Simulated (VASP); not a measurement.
# W3C (Pm-3m) in VASP: single point with PBE

Aim: the single point of W3C with PBE.

Program: VASP 6.6.1. These are calculated values, not measurements. Logs are shortened: lines on timing, memory, paths and dates and some standing lists are left out, and cuts for length are marked.

## Step 1: The cell of the first run

The structure is cubic, space group Pm-3m (No. 221). The conventional cell has a = 4.278 Å, b = 4.278 Å, c = 4.278 Å, α = 90.00°, β = 90.00°, γ = 90.00°. Within 2.8 Å of W (site symmetry 4/mmm) lie 2 C at 2.14 Å. C (site symmetry m-3m) has 6 W at 2.14 Å within 2.8 Å.

## Step 2: Single point, PBE

INCAR reads:

```
PREC = Accurate
ENCUT = 520
EDIFF = 1E-6
ISMEAR = 0
SIGMA = 0.1
LREAL = F
LASPH = T
NELM = 80
ALGO = Normal
ISIF = 2
LWAVE = F
LCHARG = F
GGA = PE
NBANDS = 31
```

KPOINTS reads:

```
regular mesh
0
Gamma
  4 4 4
```

POSCAR reads:

```
W3C
1.0
    4.2783800900      0.0000000000      0.0000000000
    0.0000000000      4.2783800900      0.0000000000
    0.0000000000      0.0000000000      4.2783800900
W C
3 1
Direct
    0.5000000000      0.0000000000      0.0000000000
    0.0000000000      0.5000000000      0.0000000000
    0.0000000000      0.0000000000      0.5000000000
    0.0000000000      0.0000000000      0.0000000000
```

Potentials or basis: VASP PAW PBE potentials, release 64 (W_sv, C).

The run is started by

```bash
cat potpaw_PBE.64/W_sv/POTCAR potpaw_PBE.64/C/POTCAR > POTCAR
mpirun -np 1 vasp_std > vasp.out
```

OUTCAR:

```text
PREC = Accurate
   ENCUT = 520
   EDIFF = 1E-6
   ISMEAR = 0
   LREAL = F
   LASPH = T
   NELM = 80
   ISIF = 2
   GGA = PE

 ion  position               nearest neighbor table
   1  0.500  0.000  0.000-   4 2.14   4 2.14   2 3.03   3 3.03   2 3.03   2 3.03   3 3.03   3 3.03
                             3 3.03   2 3.03
   2  0.000  0.500  0.000-   4 2.14   4 2.14   1 3.03   3 3.03   1 3.03   3 3.03   3 3.03   3 3.03
                             1 3.03   1 3.03
   3  0.000  0.000  0.500-   4 2.14   4 2.14   1 3.03   1 3.03   2 3.03   2 3.03   2 3.03   2 3.03
                             1 3.03   1 3.03
   4  0.000  0.000  0.000-   1 2.14   2 2.14   3 2.14   3 2.14   2 2.14   1 2.14

  LATTYP: Found a simple cubic cell.
 ALAT       =     4.2783800900

  Lattice vectors:

 A1 = (   4.2783800900,   0.0000000000,   0.0000000000)
 A2 = (   0.0000000000,   4.2783800900,   0.0000000000)
 A3 = (   0.0000000000,   0.0000000000,   4.2783800900)

Analysis of symmetry for initial positions (statically):
=====================================================================
 Subroutine PRICEL returns:
 Original cell was already a primitive cell.

 Routine SETGRP: Setting up the symmetry group for a
 simple cubic supercell.

 Subroutine GETGRP returns: Found 48 space group operations
 (whereof 48 operations were pure point group operations)
 out of a pool of 48 trial point group operations.

The static configuration has the point symmetry O_h .

Analysis of symmetry for dynamics (positions and initial velocities):
=====================================================================
 Subroutine PRICEL returns:
 Original cell was already a primitive cell.

 Routine SETGRP: Setting up the symmetry group for a
 simple cubic supercell.

 Subroutine GETGRP returns: Found 48 space group operations
 (whereof 48 operations were pure point group operations)
 out of a pool of 48 trial point group operations.

The dynamic configuration has the point symmetry O_h .

 Subroutine INISYM returns: Found 48 space group operations
 (whereof 48 operations are pure point group operations),
 and found     1 'primitive' translations

----------------------------------------------------------------------------------------

                                     Primitive cell

  volume of cell :      78.3138

  direct lattice vectors                    reciprocal lattice vectors
     4.278380090  0.000000000  0.000000000     0.233733324  0.000000000  0.000000000
     0.000000000  4.278380090  0.000000000     0.000000000  0.233733324  0.000000000
     0.000000000  0.000000000  4.278380090     0.000000000  0.000000000  0.233733324

  length of vectors
     4.278380090  4.278380090  4.278380090     0.233733324  0.233733324  0.233733324

  position of ions in fractional coordinates (direct lattice)
     0.500000000  0.000000000  0.000000000
     0.000000000  0.500000000  0.000000000
     0.000000000  0.000000000  0.500000000
     0.000000000  0.000000000  0.000000000

  ion indices of the primitive-cell ions
   primitive index   ion index
                 1           1
                 2           2
                 3           3
                 4           4

----------------------------------------------------------------------------------------

 KPOINTS: regular mesh

Automatic generation of k-mesh.
 Grid dimensions read from file:
 generate k-points for:    4    4    4

 Generating k-lattice:

  Cartesian coordinates                     Fractional coordinates (reciprocal lattice)
     0.058433331  0.000000000  0.000000000     0.250000000  0.000000000  0.000000000
     0.000000000  0.058433331  0.000000000     0.000000000  0.250000000  0.000000000
     0.000000000  0.000000000  0.058433331     0.000000000  0.000000000  0.250000000

  Length of vectors
     0.058433331  0.058433331  0.058433331

  Shift w.r.t. Gamma in fractional coordinates (k-lattice)
     0.000000000  0.000000000  0.000000000

 Subroutine IBZKPT returns following result:
 ===========================================

 Found     10 irreducible k-points:

 Following reciprocal coordinates:
            Coordinates               Weight
  0.000000  0.000000  0.000000      1.000000
  0.250000  0.000000  0.000000      6.000000
  0.500000  0.000000  0.000000      3.000000
  0.250000  0.250000  0.000000     12.000000
  0.500000  0.250000  0.000000     12.000000
  0.500000  0.500000  0.000000      3.000000
  0.250000  0.250000  0.250000      8.000000
  0.500000  0.250000  0.250000     12.000000
  0.500000  0.500000  0.250000      6.000000
  0.500000  0.500000  0.500000      1.000000
   k-points           NKPTS =     10   k-points in BZ     NKDIM =     10   number of bands    NBANDS=     31
   number of dos      NEDOS =    301   number of ions     NIONS =      4
   total plane-waves  NPLWV =  32768
   dimension x,y,z NGX =    32 NGY =   32 NGZ =   32
   dimension x,y,z NGXF=    64 NGYF=   64 NGZF=   64
   ions per type =               3   1
   NGX,Y,Z   is equivalent  to a cutoff of  12.43, 12.43, 12.43 a.u.
   NGXF,Y,Z  is equivalent  to a cutoff of  24.87, 24.87, 24.87 a.u.
 SYSTEM =  unknown system
   PREC   = accura    normal or accurate (medium, high low for compatibility)
   ISTART =      0    job   : 0-new  1-cont  2-samecut
   ICHARG =      2    charge: 1-file 2-atom 10-const
   ISPIN  =      1    spin polarized calculation?
   LNONCOLLINEAR =      F non collinear calculations
   LSORBIT =      F    spin-orbit coupling
   LASPH  =      T    aspherical Exc in radial PAW
   ENCUT  =  520.0 eV  38.22 Ry    6.18 a.u.   7.95  7.95  7.95*2*pi/ulx,y,z
   NELM   =     80;   NELMIN=  2; NELMDL= -5     # of ELM steps
   EDIFF  = 0.1E-05   stopping-criterion for ELM
   LREAL  =      F    real-space projection
   EDIFFG = 0.1E-04   stopping-criterion for IOM
   NSW    =      0    number of steps for IOM
   IBRION =     -1    ionic relax: 0-MD 1-quasi-New 2-CG
   NFREE  =      0    steps in history (QN), initial steepest desc. (CG)
   ISIF   =      2    stress and relaxation
   ISYM   =      2    0-nonsym 1-usesym 2-fastsym
   POTIM  = 0.5000    time-step for ionic-motion
   TEBEG  =    0.0;   TEEND  =   0.0 temperature during run
   PSTRESS=    0.0 pullay stress
   NELECT =      46.0000    total number of electrons
   NUPDOWN=      -1.0000    fix difference up-down
   EMIN   =  10.00;   EMAX   =-10.00  energy-range for DOS
   EFERMI =   0.00;   METHOD = LEGACY
   ISMEAR =     0;   SIGMA  =   0.10  broadening in eV -4-tet -1-fermi 0-gaus
   EFERMI_NEDOS =   21; number of points for ismear=-14 and -15
   IALGO  =     38    algorithm
   IMIX   =      4    mixing-type and parameters
     AMIX     =   0.40;   BMIX     =  1.00
     AMIX_MAG =   1.60;   BMIX_MAG =  1.00
  volume/ion in A,a.u.               =      19.58       132.12
  Fermi-wavevector in a.u.,A,eV,Ry     =   1.371034  2.590878 25.575319  1.879733
  Thomas-Fermi vector in A             =   2.496767
   LORBIT       =      0    0 simple, 1 ext, 2 COOP (PROOUT), +10 PAW based schemes
   GGA     = PE    functional components
   LHFCALC =     F    Hartree Fock is set to
   AEXX    =    0.0000 exact exchange contribution
   IVDW    =     0    specifies the selected vdW correction
   LEPSILON=     F    determine dielectric tensor
   LRPA    =     F    only Hartree local field effects (RPA)
 non-spin polarized calculation
 Gauss-broadening in eV      SIGMA  =   0.10
  energy-cutoff  :      520.00
  volume of cell :       78.31
 maximum number of plane-waves:      2176
 NGX is ok and might be reduce to    32
   NGX = 15   NGY = 15   NGZ = 15

 number of electron      45.9999984 magnetization

 Free energy of the ion-electron system (eV)
  ---------------------------------------------------
  ext. energy  EPLUGINS =         0.00000000
  ---------------------------------------------------
  free energy    TOTEN  =       -42.82755995 eV

  energy without entropy =      -42.81692596  energy(sigma->0) =      -42.82224295

 E-fermi :   6.1925     XC(G=0): -11.2096

 val. band max:        6.1525329423   @ k =   0.5000   0.0000   0.0000
 cond. band min:       6.3148592153   @ k =   0.2500   0.2500   0.0000
 fundamental gap:      0.1623262730
 Fermi energy:         6.1924690955

 k-point     1 :       0.0000    0.0000    0.0000
  band No.  band energies     occupation
      1     -68.1185      2.00000
      2     -68.0697      2.00000
      3     -68.0697      2.00000
      4     -32.4960      2.00000
      5     -32.4960      2.00000
      6     -32.4960      2.00000
[... 23 lines left out ...]
     30      10.2304      0.00000
     31      10.2304      0.00000

 k-point     2 :       0.2500    0.0000    0.0000
  band No.  band energies     occupation
      1     -68.1123      2.00000
      2     -68.0759      2.00000
      3     -68.0696      2.00000
      4     -32.4629      2.00000
      5     -32.4629      2.00000
      6     -32.4371      2.00000
[... 23 lines left out ...]
     30       9.5837      0.00000
     31      10.2325      0.00000

 k-point     3 :       0.5000    0.0000    0.0000
  band No.  band energies     occupation
      1     -68.1022      2.00000
      2     -68.0860      2.00000
      3     -68.0696      2.00000
      4     -32.4206      2.00000
      5     -32.4206      2.00000
      6     -32.3116      2.00000
[... 23 lines left out ...]
     30       9.0636      0.00000
     31      10.2345      0.00000

 k-point     4 :       0.2500    0.2500    0.0000
  band No.  band energies     occupation
      1     -68.1068      2.00000
      2     -68.0778      2.00000
      3     -68.0732      2.00000
      4     -32.4991      2.00000
      5     -32.4269      2.00000
      6     -32.3420      2.00000
[... 23 lines left out ...]
     30       9.9731      0.00000
     31      10.5208      0.00000

 k-point     5 :       0.5000    0.2500    0.0000
  band No.  band energies     occupation
      1     -68.0974      2.00000
      2     -68.0859      2.00000
      3     -68.0744      2.00000
      4     -32.4891      2.00000
      5     -32.3779      2.00000
      6     -32.3474      2.00000
[... 23 lines left out ...]
     30       9.8988      0.00000
     31       9.9942      0.00000

 k-point     6 :       0.5000    0.5000    0.0000
  band No.  band energies     occupation
      1     -68.0859      2.00000
      2     -68.0859      2.00000
      3     -68.0859      2.00000
      4     -32.5318      2.00000
      5     -32.3969      2.00000
      6     -32.3032      2.00000
[... 23 lines left out ...]
     30       9.9859      0.00000
     31      10.4866      0.00000

 k-point     7 :       0.2500    0.2500    0.2500
  band No.  band energies     occupation
      1     -68.1022      2.00000
      2     -68.0778      2.00000
      3     -68.0778      2.00000
      4     -32.5738      2.00000
      5     -32.3390      2.00000
      6     -32.3390      2.00000
[... 23 lines left out ...]
     30      10.8130      0.00000
     31      10.8132      0.00000

 k-point     8 :       0.5000    0.2500    0.2500
  band No.  band energies     occupation
      1     -68.0940      2.00000
      2     -68.0859      2.00000
      3     -68.0778      2.00000
      4     -32.6022      2.00000
      5     -32.3537      2.00000
      6     -32.3366      2.00000
[... 23 lines left out ...]
     30       9.4376      0.00000
     31      11.2925      0.00000

 k-point     9 :       0.5000    0.5000    0.2500
  band No.  band energies     occupation
      1     -68.0859      2.00000
      2     -68.0859      2.00000
      3     -68.0859      2.00000
      4     -32.6636      2.00000
      5     -32.3966      2.00000
      6     -32.3446      2.00000
[... 23 lines left out ...]
     30      10.2243      0.00000
     31      10.3524      0.00000

 k-point    10 :       0.5000    0.5000    0.5000
  band No.  band energies     occupation
      1     -68.0860      2.00000
      2     -68.0860      2.00000
      3     -68.0860      2.00000
      4     -32.7452      2.00000
      5     -32.3963      2.00000
      6     -32.3963      2.00000
[... 23 lines left out ...]
     30       9.7181      0.00000
     31       9.7181      0.00000

------------------------ aborting loop because EDIFF is reached ----------------------------------------

  FORCE on cell =-STRESS in cart. coord.  units (eV):
  Direction    XX          YY          ZZ          XY          YZ          ZX
  --------------------------------------------------------------------------------------
  -------------------------------------------------------------------------------------
  Total      -10.3471855    -10.3471855    -10.3471855      0.0000000     -0.0000000      0.0000000
  in kB     -211.6872605   -211.6872605   -211.6872605      0.0000000     -0.0000000      0.0000000
  external PRESSURE =    -211.6872605 kB  Pullay stress =       0.0000000 kB

 VOLUME and BASIS-vectors are now :
 -----------------------------------------------------------------------------
  energy-cutoff  :      520.00
  volume of cell :       78.31
      direct lattice vectors                 reciprocal lattice vectors
     4.278380090  0.000000000  0.000000000     0.233733324  0.000000000  0.000000000
     0.000000000  4.278380090  0.000000000     0.000000000  0.233733324  0.000000000
     0.000000000  0.000000000  4.278380090     0.000000000  0.000000000  0.233733324

 POSITION                                       TOTAL-FORCE (eV/Angst)
 -----------------------------------------------------------------------------------
      2.13919      0.00000      0.00000         0.000000      0.000000      0.000000
      0.00000      2.13919      0.00000         0.000000      0.000000      0.000000
      0.00000      0.00000      2.13919         0.000000      0.000000      0.000000
      0.00000      0.00000      0.00000         0.000000      0.000000      0.000000
 -----------------------------------------------------------------------------------
    total drift:                                0.000000      0.000000     -0.000000

  FREE ENERGIE OF THE ION-ELECTRON SYSTEM (eV)
  ---------------------------------------------------
  free  energy   TOTEN  =       -42.8275599507 eV

  energy  without entropy=      -42.8169259569  energy(sigma->0) =      -42.82224295
```

Run time: 20 s. Hardware: 1 thread of Intel Xeon Platinum 8375C at 2.90GHz (Ice Lake), shared host; peak memory 0.18 GiB.

Results:

```yaml
Free_energy: -42.8276 eV
Pressure: -21.2 GPa
Band_gap_on_the_k_mesh: zero (band 23 reaches 7.32 eV, above the bottom of band 24 at 5.52 eV)
```

Caveat: the k points lie up to 0.37 Å⁻¹ apart; spin-orbit coupling is left out, which moves the levels of the heavy elements.
